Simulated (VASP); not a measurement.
# CuO (C2/c) in VASP: single point with PBE+U

Aim: the single point of CuO with PBE+U.

Program: VASP 6.6.1. These are calculated values, not measurements. Logs are shortened: lines on timing, memory, paths and dates and some standing lists are left out, and cuts for length are marked.

### 1 The cell of the first run

It takes space group C2/c (No. 15, monoclinic). The conventional cell has a = 4.649 Å, b = 3.438 Å, c = 5.187 Å, α = 90.00°, β = 98.64°, γ = 90.00°. Cu (site symmetry -1) has 4 O at 1.95 to 1.97 Å within 2.6 Å. Within 2.9 Å of O (site symmetry 2) lie 6 Cu at 1.95 to 2.80 Å and 6 O at 2.66 to 2.89 Å.

### 2 Single point, PBE+U, collinear spin

The input, INCAR:

```
PREC = Accurate
ENCUT = 520
EDIFF = 1E-6
ISMEAR = -1
SIGMA = 0.02
LREAL = F
LASPH = T
NELM = 150
ALGO = Normal
ISIF = 2
LWAVE = F
LCHARG = F
ISPIN = 2
MAGMOM = 1 -1 0 0
LORBIT = 11
LMAXMIX = 4
LDAU = T
LDAUTYPE = 2
LDAUL = 2 -1
LDAUU = 6.1 0
LDAUJ = 0 0
LDAUPRINT = 1
GGA = PE
NBANDS = 29
```

The input, KPOINTS:

```
Automatic mesh
0
Gamma
  8 8 5
```

The input, POSCAR:

```
CuO
1.0
    2.3245000000     -1.7191000000      0.0000000000
    2.3245000000      1.7191000000      0.0000000000
   -0.7792200000      0.0000000000      5.1281400000
Cu O
2 2
Direct
    0.0000000000      0.5000000000      0.0000000000
    0.5000000000      0.0000000000      0.5000000000
    0.5830000000      0.4170000000      0.2500000000
    0.4170000000      0.5830000000      0.7500000000
```

Potentials or basis: VASP PAW PBE potentials, release 64 (Cu, O).

The run is started by

```bash
cat potpaw_PBE.64/Cu/POTCAR potpaw_PBE.64/O/POTCAR > POTCAR
mpirun -np 1 vasp_std > vasp.out
```

OUTCAR:

```text
PREC = Accurate
   ENCUT = 520
   EDIFF = 1E-6
   ISMEAR = -1
   LREAL = F
   LASPH = T
   NELM = 150
   ISIF = 2
   ISPIN = 2
   LORBIT = 11
   GGA = PE

 ion  position               nearest neighbor table
   1  0.000  0.500  0.000-   3 1.95   4 1.95   3 1.97   4 1.97
   2  0.500  0.000  0.500-   3 1.95   4 1.95   4 1.97   3 1.97
   3  0.583  0.417  0.250-   1 1.95   2 1.95   2 1.97   1 1.97
   4  0.417  0.583  0.750-   1 1.95   2 1.95   1 1.97   2 1.97

  LATTYP: Found a base centered monoclinic cell.
 ALAT       =     4.6490000000
 B/A-ratio  =     0.7395568940
 C/A-ratio  =     1.1157245304
 COS(beta)  =    -0.1502254671

  Lattice vectors:

 A1 = (   2.3245000000,  -1.7191000000,   0.0000000000)
 A2 = (   2.3245000000,   1.7191000000,   0.0000000000)
 A3 = (  -0.7792200000,   0.0000000000,   5.1281400000)

Analysis of symmetry for initial positions (statically):
=====================================================================
 Subroutine PRICEL returns:
 Original cell was already a primitive cell.

 Routine SETGRP: Setting up the symmetry group for a
 base centered monoclinic supercell.

 Subroutine GETGRP returns: Found  4 space group operations
 (whereof  2 operations were pure point group operations)
 out of a pool of  4 trial point group operations.

The static configuration has the point symmetry S_2 .
 The point group associated with its full space group is C_2h.

Analysis of symmetry for dynamics (positions and initial velocities):
=====================================================================
 Subroutine PRICEL returns:
 Original cell was already a primitive cell.

 Routine SETGRP: Setting up the symmetry group for a
 base centered monoclinic supercell.

 Subroutine GETGRP returns: Found  4 space group operations
 (whereof  2 operations were pure point group operations)
 out of a pool of  4 trial point group operations.

The dynamic configuration has the point symmetry S_2 .
 The point group associated with its full space group is C_2h.

Analysis of structural, dynamic, and magnetic symmetry:
=====================================================================
 Subroutine PRICEL returns:
[... 215 lines left out ...]
  o =  0.9747  v =  0.0000  0.4765 -0.3038 -0.5442 -0.6200  0.0000  0.0000  0.0000  0.0000  0.0000      0.0000  0.0000  0.0000  0.0000  0.0000  0.0000  0.0000  0.0000  0.0000  0.0000
  o =  0.9754  v =  0.0000  0.0000  0.0000  0.0000  0.0000  0.0950 -0.7565  0.1856  0.3322 -0.5233      0.0000  0.0000  0.0000  0.0000  0.0000  0.0000  0.0000  0.0000  0.0000  0.0000
  o =  0.9762  v =  0.1456 -0.6282  0.1190  0.2098 -0.7252  0.0000  0.0000  0.0000  0.0000  0.0000      0.0000  0.0000  0.0000  0.0000  0.0000  0.0000  0.0000  0.0000  0.0000  0.0000
  o =  0.9813  v =  0.0000  0.0000  0.0000  0.0000  0.0000 -0.5073  0.1935  0.8227 -0.0939 -0.1397      0.0000  0.0000  0.0000  0.0000  0.0000  0.0000  0.0000  0.0000  0.0000  0.0000
  o =  0.9821  v =  0.4976 -0.1814 -0.8245  0.1224  0.1572  0.0000  0.0000  0.0000  0.0000  0.0000      0.0000  0.0000  0.0000  0.0000  0.0000  0.0000  0.0000  0.0000  0.0000  0.0000
  o =  1.0256  v =  0.0000  0.0000  0.0000  0.0000  0.0000 -0.1069 -0.5380  0.0138 -0.7950  0.2586      0.0000  0.0000  0.0000  0.0000  0.0000  0.0000  0.0000  0.0000  0.0000  0.0000

 number of electron      33.9999993 magnetization       0.0000000

 Free energy of the ion-electron system (eV)
  ---------------------------------------------------
  ext. energy  EPLUGINS =         0.00000000
  ---------------------------------------------------
  free energy    TOTEN  =       -16.31154223 eV

  energy without entropy =      -16.31154223  energy(sigma->0) =      -16.31154223

 E-fermi :   5.1978     XC(G=0): -11.7825

 val. band max:        4.7851814316   @ k =   0.0000   0.0000   0.0000
 cond. band min:       5.9609695455   @ k =   0.2500   0.0000   0.4000
 fundamental gap:      1.1757881139
 Fermi energy:         5.1977946243

 spin component 1

 k-point     1 :       0.0000    0.0000    0.0000
  band No.  band energies     occupation
      1     -13.9959      1.00000
      2     -12.6683      1.00000
      3      -3.0261      1.00000
      4      -2.3651      1.00000
      5      -0.6381      1.00000
      6      -0.3771      1.00000
[... 1529 lines left out ...]
     28      24.9750      0.00000
     29      26.6595      0.00000

 [... further k-points ...]

------------------------ aborting loop because EDIFF is reached ----------------------------------------

  FORCE on cell =-STRESS in cart. coord.  units (eV):
  Direction    XX          YY          ZZ          XY          YZ          ZX
  --------------------------------------------------------------------------------------
  -------------------------------------------------------------------------------------
  Total        0.6042764      0.4063705     -0.3274722      0.0000000      0.0000000     -0.2157472
  in kB       23.6224889     15.8859141    -12.8016075      0.0000000      0.0000000     -8.4340303
  external PRESSURE =       8.9022652 kB  Pullay stress =       0.0000000 kB

 VOLUME and BASIS-vectors are now :
 -----------------------------------------------------------------------------
  energy-cutoff  :      520.00
  volume of cell :       40.98
      direct lattice vectors                 reciprocal lattice vectors
     2.324500000 -1.719100000  0.000000000     0.215100022 -0.290849863  0.032684412
     2.324500000  1.719100000  0.000000000     0.215100022  0.290849863  0.032684412
    -0.779220000  0.000000000  5.128140000     0.000000000  0.000000000  0.195002477

 POSITION                                       TOTAL-FORCE (eV/Angst)
 -----------------------------------------------------------------------------------
      1.16225      0.85955      0.00000         0.000000      0.000000      0.000000
      0.77264     -0.85955      2.56407         0.000000     -0.000000      0.000000
      2.12969     -0.28537      1.28204        -0.000000      0.180158      0.000000
      1.74009      0.28537      3.84611         0.000000     -0.180158     -0.000000
 -----------------------------------------------------------------------------------
    total drift:                                0.000000     -0.000000     -0.000000

  FREE ENERGIE OF THE ION-ELECTRON SYSTEM (eV)
  ---------------------------------------------------
  free  energy   TOTEN  =       -16.3115422311 eV

  energy  without entropy=      -16.3115422311  energy(sigma->0) =      -16.31154223

 total charge

# of ion       s       p       d       tot
------------------------------------------
    1        0.371   0.383   9.161   9.916
    2        0.371   0.383   9.161   9.916
    3        1.558   3.436   0.000   4.995
    4        1.558   3.436   0.000   4.995
--------------------------------------------------
tot          3.859   7.640  18.322  29.821

 magnetization (x)

# of ion       s       p       d       tot
------------------------------------------
    1       -0.006  -0.007   0.658   0.645
    2        0.006   0.007  -0.658  -0.645
    3        0.000   0.000   0.000   0.000
    4        0.000   0.000   0.000   0.000
--------------------------------------------------
tot          0.000   0.000   0.000   0.000
```

OSZICAR:

```text
N       E                     dE             d eps       ncg     rms          rms(c)
DAV:   1     0.303808082560E+03    0.30381E+03   -0.16135E+04 12037   0.191E+03
DAV:   2     0.218066592301E+02   -0.28200E+03   -0.25465E+03 10938   0.380E+02
DAV:   3    -0.178009138036E+02   -0.39608E+02   -0.37170E+02 12033   0.144E+02
DAV:   4    -0.190063076217E+02   -0.12054E+01   -0.12001E+01 12633   0.278E+01
DAV:   5    -0.190262146669E+02   -0.19907E-01   -0.19906E-01 12338   0.356E+00    0.149E+01
DAV:   6    -0.158128120903E+02    0.32134E+01   -0.17368E+01 15758   0.132E+02    0.624E+00
DAV:   7    -0.162234000385E+02   -0.41059E+00   -0.40059E+00 15361   0.546E+01    0.299E+00
DAV:   8    -0.163080760413E+02   -0.84676E-01   -0.81377E-01 16849   0.182E+01    0.251E+00
DAV:   9    -0.162990338240E+02    0.90422E-02   -0.88939E-02 16612   0.140E+01    0.918E-01
DAV:  10    -0.163094747260E+02   -0.10441E-01   -0.38186E-02 17735   0.766E+00    0.258E-01
DAV:  11    -0.163107275251E+02   -0.12528E-02   -0.14442E-02 16457   0.237E+00    0.843E-02
DAV:  12    -0.163114018125E+02   -0.67429E-03   -0.73729E-04 16961   0.863E-01    0.512E-02
DAV:  13    -0.163115304512E+02   -0.12864E-03   -0.16153E-04 16948   0.357E-01    0.363E-02
DAV:  14    -0.163115395564E+02   -0.91053E-05   -0.50923E-05 16940   0.206E-01    0.438E-03
DAV:  15    -0.163115422508E+02   -0.26944E-05   -0.14197E-05 16070   0.456E-02    0.273E-03
DAV:  16    -0.163115422311E+02    0.19708E-07   -0.46481E-07  6299   0.129E-02
   1 F= -.16311542E+02 E0= -.16311542E+02  d E =-.365305E-11  mag=     0.0000
```

stdout:

```text
POSCAR found type information on POSCAR CuO
 POSCAR found :  2 types and       4 ions
 scaLAPACK will be used
 LDA part: xc-table for (Slater+PW92), standard interpolation
 POSCAR, INCAR and KPOINTS ok, starting setup
 FFT: planning ... GRIDC
 FFT: planning ... GRID_SOFT
 FFT: planning ... GRID
 WAVECAR not read
 entering main loop
```

It took 1.9 min on 1 thread of AMD EPYC 9R45 (Zen 5), shared host; peak memory 0.26 GiB.

What came out:

```
Free energy                                           : -16.3115 eV
Pressure                                              : 0.9 GPa
Largest force                                         : 0.180 eV/Å
Band gap on the k mesh                                : 1.18 eV (least direct gap 1.43 eV)
Net moment                                            : 0.00 μB per cell
Site moments                                          : Cu +0.65, -0.65; O +0.00 μB
Valence electrons inside the program's atomic spheres : Cu 9.92; O 5.00
```

Forces on the atoms (eV/Å):
```
Cu   0.000  0.000  0.000
Cu   0.000  0.000  0.000
O    0.000  0.180  0.000
O    0.000 -0.180  0.000
```

Eigenvalues of the final occupation matrices:
```tsv
site	spin	trace	eigenvalues
site 1 d	1	4.92	0.96 0.97 0.98 0.98 1.03
site 1 d	2	4.26	0.37 0.96 0.97 0.98 0.98
site 2 d	1	4.26	0.37 0.96 0.97 0.98 0.98
site 2 d	2	4.92	0.96 0.97 0.98 0.98 1.03
```
